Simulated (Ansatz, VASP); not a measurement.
**PdI in VASP and in Ansatz**

```xyz
2
Lattice="3.5729 0.0000 0.0000 0.0000 3.5729 0.0000 0.0000 0.0000 3.5729" Properties=species:S:1:pos:R:3 pbc="T T T"
Pd    1.7864    1.7864    1.7864
I     0.0000    0.0000    0.0000
```

Alike in both runs: task relaxation of cell and atoms; functional PBE; k mesh 6 × 6 × 6; occupations gaussian, width 0.1 eV; no spin polarisation.

```csv
,VASP,Ansatz
version,VASP 6.6.1,Ansatz 0.2.0
potentials or method,"VASP PAW PBE potentials, release 64 (Pd, I), cutoff 500 eV","scalar-relativistic, plane waves, PAW"
valence electrons in the cell,17,35
```

|  | VASP | Ansatz | Ansatz less VASP |
| --- | --- | --- | --- |
| gap on the k mesh at the Fermi level, each at its own relaxed structure (eV) | none | none | - |
| relaxed volume (Å³/atom) | 22.80 | 22.80 | 0.000 |
| relaxed cell length with the largest relative difference (Å) | 3.573 | 3.573 | 0.0000 |

A gap of «none» marks a metal or a gap that the smearing closes. VASP's potentials hold 17 valence electrons a cell and Ansatz's 35, so a difference there can come from the potentials and not from the codes.

Spin-orbit coupling is off throughout. Noted on VASP's run: the relaxation stopped at its first step, so nothing moved.
